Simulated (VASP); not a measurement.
# LiCl (Pbam) in VASP: further runs

Runs on LiCl. Level: PBE. Tasks: single point.

All numbers are computed with VASP 6.6.1; they aren't measurements. Logs are shortened: lines on timing, memory, paths and dates and some standing lists are left out, and cuts for length are marked.

## 1. The cell of the first run

Symmetry: Pbam, No. 55, orthorhombic system. Conventional cell: a = 6.443 Å, b = 10.630 Å, c = 3.659 Å, α = 90.00°, β = 90.00°, γ = 90.00°. Within 3.1 Å of Li (site symmetry m) lie 4 Cl at 2.32 to 2.44 Å. Li (site symmetry 2/m) has 6 Cl at 2.49 to 3.22 Å within 3.3 Å. Cl (site symmetry m) has 4 Li at 2.32 to 2.49 Å within 3.1 Å. Cl (site symmetry 2/m) has 6 Li at 2.44 to 3.22 Å within 3.3 Å.

The cell was generated, and may not be a known phase.

## 2. Single point, PBE

INCAR reads:

```
SYSTEM = LiCl
ALGO = Normal
EDIFF = 1E-6
ENCUT = 520
GGA = PE
ISIF = 2
ISMEAR = 0
LASPH = .TRUE.
LCHARG = .FALSE.
LREAL = .FALSE.
LWAVE = .FALSE.
NBANDS = 42
NELM = 80
PREC = Accurate
SIGMA = 0.1
```

KPOINTS reads:

```
k-points
0
G
  4 2 6
  0 0 0
```

POSCAR reads:

```
LiCl
1.0
    6.4431230000      0.0000000000      0.0000000000
    0.0000000000     10.6302870000      0.0000000000
    0.0000000000      0.0000000000      3.6591980000
Li Cl
6 6
Direct
    0.5852230000      0.6430790000      0.5000000000
    0.4147770000      0.3569210000      0.5000000000
    0.0000000000      0.5000000000      0.0000000000
    0.0852230000      0.8569210000      0.5000000000
    0.9147770000      0.1430790000      0.5000000000
    0.5000000000      0.0000000000      0.0000000000
    0.0517030000      0.3448120000      0.5000000000
    0.9482970000      0.6551880000      0.5000000000
    0.5000000000      0.5000000000      0.0000000000
    0.5517030000      0.1551880000      0.5000000000
    0.4482970000      0.8448120000      0.5000000000
    0.0000000000      0.0000000000      0.0000000000
```

Potentials or basis: VASP PAW PBE potentials, release 64 (Li_sv, Cl).

Launch:

```
$ cat potpaw_PBE.64/Li_sv/POTCAR potpaw_PBE.64/Cl/POTCAR > POTCAR
$ mpirun -np 1 vasp_std > vasp.out
```

OUTCAR:

```text
SYSTEM = LiCl
   EDIFF = 1E-6
   ENCUT = 520
   GGA = PE
   ISIF = 2
   ISMEAR = 0
   LASPH = .TRUE.
   LREAL = .FALSE.
   NELM = 80
   PREC = Accurate

 ion  position               nearest neighbor table
   1  0.585  0.643  0.500-  11 2.32   8 2.34   9 2.44   9 2.44
   2  0.415  0.357  0.500-  10 2.32   7 2.34   9 2.44   9 2.44
   3  0.000  0.500  0.000-   7 2.49   8 2.49   7 2.49   8 2.49
   4  0.085  0.857  0.500-   8 2.32  11 2.34  12 2.44  12 2.44
   5  0.915  0.143  0.500-   7 2.32  10 2.34  12 2.44  12 2.44
   6  0.500  0.000  0.000-  10 2.49  11 2.49  10 2.49  11 2.49
   7  0.052  0.345  0.500-   5 2.32   2 2.34   3 2.49   3 2.49
   8  0.948  0.655  0.500-   4 2.32   1 2.34   3 2.49   3 2.49
   9  0.500  0.500  0.000-   1 2.44   2 2.44   1 2.44   2 2.44
  10  0.552  0.155  0.500-   2 2.32   5 2.34   6 2.49   6 2.49
  11  0.448  0.845  0.500-   1 2.32   4 2.34   6 2.49   6 2.49
  12  0.000  0.000  0.000-   4 2.44   5 2.44   4 2.44   5 2.44

  LATTYP: Found a simple orthorhombic cell.
 ALAT       =     3.6591980000
 B/A-ratio  =     1.7608019572
 C/A-ratio  =     2.9050865791

  Lattice vectors:

 A1 = (   0.0000000000,   0.0000000000,   3.6591980000)
 A2 = (   6.4431230000,   0.0000000000,   0.0000000000)
 A3 = (   0.0000000000,  10.6302870000,   0.0000000000)

Analysis of symmetry for initial positions (statically):
=====================================================================
 Subroutine PRICEL returns:
 Original cell was already a primitive cell.

 Routine SETGRP: Setting up the symmetry group for a
 simple orthorhombic supercell.

 Subroutine GETGRP returns: Found  8 space group operations
 (whereof  4 operations were pure point group operations)
 out of a pool of  8 trial point group operations.

The static configuration has the point symmetry C_2h.
 The point group associated with its full space group is D_2h.

Analysis of symmetry for dynamics (positions and initial velocities):
=====================================================================
 Subroutine PRICEL returns:
 Original cell was already a primitive cell.

 Routine SETGRP: Setting up the symmetry group for a
 simple orthorhombic supercell.

 Subroutine GETGRP returns: Found  8 space group operations
 (whereof  4 operations were pure point group operations)
 out of a pool of  8 trial point group operations.

The dynamic configuration has the point symmetry C_2h.
 The point group associated with its full space group is D_2h.

 Subroutine INISYM returns: Found  8 space group operations
 (whereof  4 operations are pure point group operations),
 and found     1 'primitive' translations

----------------------------------------------------------------------------------------

                                     Primitive cell

  volume of cell :     250.6267

  direct lattice vectors                    reciprocal lattice vectors
     6.443123000  0.000000000  0.000000000     0.155204239  0.000000000  0.000000000
     0.000000000 10.630287000  0.000000000     0.000000000  0.094070837  0.000000000
     0.000000000  0.000000000  3.659198000     0.000000000  0.000000000  0.273283927

  length of vectors
     6.443123000 10.630287000  3.659198000     0.155204239  0.094070837  0.273283927

  position of ions in fractional coordinates (direct lattice)
     0.585223000  0.643079000  0.500000000
     0.414777000  0.356921000  0.500000000
     0.000000000  0.500000000  0.000000000
     0.085223000  0.856921000  0.500000000
     0.914777000  0.143079000  0.500000000
     0.500000000  0.000000000  0.000000000
     0.051703000  0.344812000  0.500000000
     0.948297000  0.655188000  0.500000000
     0.500000000  0.500000000  0.000000000
     0.551703000  0.155188000  0.500000000
     0.448297000  0.844812000  0.500000000
     0.000000000  0.000000000  0.000000000

  ion indices of the primitive-cell ions
   primitive index   ion index
                 1           1
                 2           2
                 3           3
                 4           4
                 5           5
                 6           6
                 7           7
                 8           8
                 9           9
                10          10
                11          11
                12          12

----------------------------------------------------------------------------------------

 KPOINTS: k-points

Automatic generation of k-mesh.
 Grid dimensions read from file:
 generate k-points for:    4    2    6

 Generating k-lattice:

  Cartesian coordinates                     Fractional coordinates (reciprocal lattice)
     0.038801060  0.000000000  0.000000000     0.250000000  0.000000000  0.000000000
     0.000000000  0.047035419  0.000000000     0.000000000  0.500000000  0.000000000
     0.000000000  0.000000000  0.045547321     0.000000000  0.000000000  0.166666667

  Length of vectors
     0.038801060  0.047035419  0.045547321

  Shift w.r.t. Gamma in fractional coordinates (k-lattice)
     0.000000000  0.000000000  0.000000000

 Subroutine IBZKPT returns following result:
 ===========================================

 Found     24 irreducible k-points:

 Following reciprocal coordinates:
            Coordinates               Weight
  0.000000  0.000000  0.000000      1.000000
  0.250000  0.000000  0.000000      2.000000
  0.500000  0.000000  0.000000      1.000000
  0.000000  0.500000  0.000000      1.000000
  0.250000  0.500000  0.000000      2.000000
  0.500000  0.500000  0.000000      1.000000
[... 16 lines left out ...]
  0.250000  0.500000  0.500000      2.000000
  0.500000  0.500000  0.500000      1.000000
   k-points           NKPTS =     24   k-points in BZ     NKDIM =     24   number of bands    NBANDS=     42
   number of dos      NEDOS =    301   number of ions     NIONS =     12
   total plane-waves  NPLWV = 107520
   dimension x,y,z NGX =    48 NGY =   80 NGZ =   28
   dimension x,y,z NGXF=    96 NGYF=  160 NGZF=   56
   ions per type =               6   6
   NGX,Y,Z   is equivalent  to a cutoff of  12.38, 12.51, 12.72 a.u.
   NGXF,Y,Z  is equivalent  to a cutoff of  24.77, 25.02, 25.44 a.u.
 SYSTEM =  LiCl
   PREC   = accura    normal or accurate (medium, high low for compatibility)
   ISTART =      0    job   : 0-new  1-cont  2-samecut
   ICHARG =      2    charge: 1-file 2-atom 10-const
   ISPIN  =      1    spin polarized calculation?
   LNONCOLLINEAR =      F non collinear calculations
   LSORBIT =      F    spin-orbit coupling
   LASPH  =      T    aspherical Exc in radial PAW
   ENCUT  =  520.0 eV  38.22 Ry    6.18 a.u.  11.98 19.77  6.80*2*pi/ulx,y,z
   NELM   =     80;   NELMIN=  2; NELMDL= -5     # of ELM steps
   EDIFF  = 0.1E-05   stopping-criterion for ELM
   LREAL  =      F    real-space projection
   EDIFFG = 0.1E-04   stopping-criterion for IOM
   NSW    =      0    number of steps for IOM
   IBRION =     -1    ionic relax: 0-MD 1-quasi-New 2-CG
   NFREE  =      0    steps in history (QN), initial steepest desc. (CG)
   ISIF   =      2    stress and relaxation
   ISYM   =      2    0-nonsym 1-usesym 2-fastsym
   POTIM  = 0.5000    time-step for ionic-motion
   TEBEG  =    0.0;   TEEND  =   0.0 temperature during run
   PSTRESS=    0.0 pullay stress
   NELECT =      60.0000    total number of electrons
   NUPDOWN=      -1.0000    fix difference up-down
   EMIN   =  10.00;   EMAX   =-10.00  energy-range for DOS
   EFERMI =   0.00;   METHOD = LEGACY
   ISMEAR =     0;   SIGMA  =   0.10  broadening in eV -4-tet -1-fermi 0-gaus
   EFERMI_NEDOS =   21; number of points for ismear=-14 and -15
   IALGO  =     38    algorithm
   IMIX   =      4    mixing-type and parameters
     AMIX     =   0.40;   BMIX     =  1.00
     AMIX_MAG =   1.60;   BMIX_MAG =  1.00
  volume/ion in A,a.u.               =      20.89       140.94
  Fermi-wavevector in a.u.,A,eV,Ry     =   1.016520  1.920945 14.059089  1.033314
  Thomas-Fermi vector in A             =   2.149869
   LORBIT       =      0    0 simple, 1 ext, 2 COOP (PROOUT), +10 PAW based schemes
   GGA     = PE    functional components
   LHFCALC =     F    Hartree Fock is set to
   AEXX    =    0.0000 exact exchange contribution
   IVDW    =     0    specifies the selected vdW correction
   LEPSILON=     F    determine dielectric tensor
   LRPA    =     F    only Hartree local field effects (RPA)
 non-spin polarized calculation
 Gauss-broadening in eV      SIGMA  =   0.10
  energy-cutoff  :      520.00
  volume of cell :      250.63
 maximum number of plane-waves:      6768
 NGX is ok and might be reduce to    48
   NGX = 23   NGY = 39   NGZ = 13

 number of electron      59.9999946 magnetization

 Free energy of the ion-electron system (eV)
  ---------------------------------------------------
  ext. energy  EPLUGINS =         0.00000000
  ---------------------------------------------------
  free energy    TOTEN  =       -44.01412388 eV

  energy without entropy =      -44.01412388  energy(sigma->0) =      -44.01412388

 E-fermi :  -0.3431     XC(G=0):  -7.6428

 val. band max:       -0.8059857321   @ k =   0.0000   0.0000   0.0000
 cond. band min:       4.6786787936   @ k =   0.0000   0.0000   0.0000
 fundamental gap:      5.4846645257
 Fermi energy:        -0.3430704441

 k-point     1 :       0.0000    0.0000    0.0000
  band No.  band energies     occupation
      1     -44.4786      2.00000
      2     -44.4786      2.00000
      3     -44.2607      2.00000
      4     -44.2602      2.00000
      5     -44.2588      2.00000
      6     -44.2583      2.00000
[... 34 lines left out ...]
     41       8.7777      0.00000
     42       8.7890      0.00000
[... 994 lines left out ...]
      2     -44.4777      2.00000
      3     -44.2596      2.00000
      4     -44.2596      2.00000
      5     -44.2578      2.00000
      6     -44.2578      2.00000
[... 34 lines left out ...]
     41       8.6704      0.00000
     42       8.6854      0.00000

------------------------ aborting loop because EDIFF is reached ----------------------------------------

  FORCE on cell =-STRESS in cart. coord.  units (eV):
  Direction    XX          YY          ZZ          XY          YZ          ZX
  --------------------------------------------------------------------------------------
  -------------------------------------------------------------------------------------
  Total       -0.1116106     -0.0876496     -0.1377492     -0.0000000      0.0000000      0.0000000
  in kB       -0.7134916     -0.5603161     -0.8805870     -0.0000000      0.0000000      0.0000000
  external PRESSURE =      -0.7181315 kB  Pullay stress =       0.0000000 kB

 VOLUME and BASIS-vectors are now :
 -----------------------------------------------------------------------------
  energy-cutoff  :      520.00
  volume of cell :      250.63
      direct lattice vectors                 reciprocal lattice vectors
     6.443123000  0.000000000  0.000000000     0.155204239  0.000000000  0.000000000
     0.000000000 10.630287000  0.000000000     0.000000000  0.094070837  0.000000000
     0.000000000  0.000000000  3.659198000     0.000000000  0.000000000  0.273283927

 POSITION                                       TOTAL-FORCE (eV/Angst)
 -----------------------------------------------------------------------------------
      3.77066      6.83611      1.82960        -0.000372     -0.008599      0.000000
      2.67246      3.79417      1.82960         0.000372      0.008599      0.000000
      0.00000      5.31514      0.00000        -0.000000      0.000000      0.000000
      0.54910      9.10932      1.82960        -0.000372      0.008599      0.000000
      5.89402      1.52097      1.82960         0.000372     -0.008599      0.000000
      3.22156      0.00000      0.00000        -0.000000      0.000000      0.000000
      0.33313      3.66545      1.82960        -0.001450      0.002234      0.000000
      6.10999      6.96484      1.82960         0.001450     -0.002234      0.000000
      3.22156      5.31514      0.00000        -0.000000      0.000000      0.000000
      3.55469      1.64969      1.82960        -0.001450     -0.002234      0.000000
      2.88843      8.98059      1.82960         0.001450      0.002234      0.000000
      0.00000      0.00000      0.00000        -0.000000      0.000000      0.000000
 -----------------------------------------------------------------------------------
    total drift:                               -0.000000     -0.000000     -0.000000

  FREE ENERGIE OF THE ION-ELECTRON SYSTEM (eV)
  ---------------------------------------------------
  free  energy   TOTEN  =       -44.0141238838 eV

  energy  without entropy=      -44.0141238838  energy(sigma->0) =      -44.01412388
```

Wall time 2.5 min (1 thread of AMD EPYC 9R45 (Zen 5), shared host); peak memory 0.37 GiB.

Results:

* Free energy: -44.0141 eV
* Largest force: 0.009 eV/Å
* Band gap on the k mesh: 5.48 eV

Forces on the atoms (eV/Å):
```
Li   0.000 -0.009  0.000
Li   0.000  0.009  0.000
Li   0.000  0.000  0.000
Li   0.000  0.009  0.000
Li   0.000 -0.009  0.000
Li   0.000  0.000  0.000
Cl  -0.001  0.002  0.000
Cl   0.001 -0.002  0.000
Cl   0.000  0.000  0.000
Cl  -0.001 -0.002  0.000
Cl   0.001  0.002  0.000
Cl   0.000  0.000  0.000
```

Levels at points of the mesh, in eV from the valence-band top:
```
           k point  band 27  band 28  band 29  band 30  band 31  band 32  band 33  band 34
(0.00, 0.00, 0.00)    -0.30    -0.27    -0.16     0.00     5.48     6.83     7.17     7.78
(0.50, 0.00, 0.00)    -0.35    -0.35    -0.06    -0.06     6.48     6.48     7.01     7.01
(0.00, 0.50, 0.00)    -0.30    -0.30    -0.06    -0.06     6.02     6.02     7.59     7.59
(0.50, 0.50, 0.00)    -0.36    -0.36    -0.05    -0.05     6.51     6.51     7.11     7.11
(0.00, 0.00, 0.50)    -0.91    -0.54    -0.41    -0.38     6.97     7.29     7.63     7.87
(0.50, 0.00, 0.50)    -0.73    -0.73    -0.37    -0.37     6.51     6.51     7.51     7.51
(0.00, 0.50, 0.50)    -0.82    -0.82    -0.34    -0.34     7.15     7.15     7.76     7.76
(0.50, 0.50, 0.50)    -0.70    -0.70    -0.39    -0.39     6.53     6.53     7.34     7.34
```

Caveat: the cutoff is under 1.25 times the usual one of these potentials, so pressure, stress and relaxed cells hold a basis-set (Pulay) error. A k mesh can miss the band edges.

## 3. Single point, PBE

INCAR reads:

```
SYSTEM = LiCl
ALGO     = Normal         ! electronic algorithm
EDIFF    = 1E-7           ! SCF threshold, eV
ENCUT    = 520            ! plane-wave cutoff, eV
GGA      = PE             ! functional
ISIF     = 2              ! what is computed and relaxed
ISMEAR   = 0              ! smearing method
LASPH    = .TRUE.         ! aspherical terms in the spheres
LCHARG   = .FALSE.        ! write CHGCAR
LREAL    = .FALSE.        ! projectors in reciprocal space
LWAVE    = .FALSE.        ! write WAVECAR
NBANDS   = 42             ! bands
NELM     = 100            ! most SCF steps
PREC     = Accurate       ! precision mode
SIGMA    = 0.02           ! smearing width, eV
```

KPOINTS is that of step 2.

POSCAR is that of step 2.

Potentials or basis: VASP PAW PBE potentials, release 64 (Li_sv, Cl).

Launch:

```
$ cat potpaw_PBE.64/Li_sv/POTCAR potpaw_PBE.64/Cl/POTCAR > POTCAR
$ mpirun -np 1 vasp_std > vasp.out
```

Wall time 2.9 min (1 thread of AMD EPYC 9R45 (Zen 5), shared host); peak memory 0.37 GiB.

Results (log left out):

```yaml
Free_energy: -44.0141 eV
Largest_force: 0.009 eV/Å
Band_gap_on_the_k_mesh: 5.48 eV
```

Forces in eV/Å, atoms in the order of the input:
```
Li   0.000 -0.009  0.000
Li   0.000  0.009  0.000
Li   0.000  0.000  0.000
Li   0.000  0.009  0.000
Li   0.000 -0.009  0.000
Li   0.000  0.000  0.000
Cl  -0.001  0.002  0.000
Cl   0.001 -0.002  0.000
Cl   0.000  0.000  0.000
Cl  -0.001 -0.002  0.000
Cl   0.001  0.002  0.000
Cl   0.000  0.000  0.000
```

Levels at points of the mesh, in eV from the valence-band top:
| k point | band 26 | band 27 | band 28 | band 29 | band 30 | band 31 | band 32 | band 33 | band 34 | band 35 |
| --- | --- | --- | --- | --- | --- | --- | --- | --- | --- | --- |
| (0.00, 0.00, 0.00) | -0.35 | -0.30 | -0.27 | -0.16 | 0.00 | 5.48 | 6.83 | 7.17 | 7.78 | 7.79 |
| (0.50, 0.00, 0.00) | -0.45 | -0.35 | -0.35 | -0.06 | -0.06 | 6.48 | 6.48 | 7.01 | 7.01 | 7.38 |
| (0.00, 0.50, 0.00) | -0.44 | -0.30 | -0.30 | -0.06 | -0.06 | 6.02 | 6.02 | 7.59 | 7.59 | 8.21 |
| (0.50, 0.50, 0.00) | -0.65 | -0.36 | -0.36 | -0.05 | -0.05 | 6.51 | 6.51 | 7.11 | 7.11 | 7.31 |
| (0.00, 0.00, 0.50) | -0.98 | -0.91 | -0.54 | -0.41 | -0.38 | 6.97 | 7.29 | 7.63 | 7.87 | 7.89 |
| (0.50, 0.00, 0.50) | -0.95 | -0.73 | -0.73 | -0.37 | -0.37 | 6.51 | 6.51 | 7.51 | 7.51 | 8.06 |
| (0.00, 0.50, 0.50) | -0.95 | -0.82 | -0.82 | -0.34 | -0.34 | 7.15 | 7.15 | 7.76 | 7.76 | 8.14 |
| (0.50, 0.50, 0.50) | -0.88 | -0.70 | -0.70 | -0.39 | -0.39 | 6.53 | 6.53 | 7.34 | 7.34 | 8.12 |

Caveat: the cutoff is under 1.25 times the usual one of these potentials, so pressure, stress and relaxed cells hold a basis-set (Pulay) error.
